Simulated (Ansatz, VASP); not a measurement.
## Zr in VASP and in Ansatz

```xyz
1
Lattice="-1.5253 1.5253 2.3884 1.5253 -1.5253 2.3884 1.5253 1.5253 -2.3884" Properties=species:S:1:pos:R:3 pbc="T T T"
Zr    0.0000    0.0000    0.0000
```

Alike in both runs: task single point; functional PBE; k mesh 20 × 20 × 20; occupations gaussian, width 0.15 eV; no spin polarisation.

```csv
,VASP,Ansatz
version,VASP 6.6.1,Ansatz 0.2.0
potentials or method,"VASP PAW PBE potentials, release 64 (Zr_sv), cutoff 500 eV","scalar-relativistic, plane waves, PAW"
valence electrons in the cell,12,12
```

VASP gave:

```
gap on the k mesh at the Fermi level (eV)                     : none
pressure (GPa)                                                : 4.0
traceless stress, the component that is largest in VASP (GPa) : -2.02
```

Problem. Estimate Ansatz's values.

Solution. gap on the k mesh at the Fermi level (eV): none; pressure (GPa): 4.0; traceless stress, the component that is largest in VASP (GPa): -2.01.

A gap of «none» marks a metal or a gap that the smearing closes.
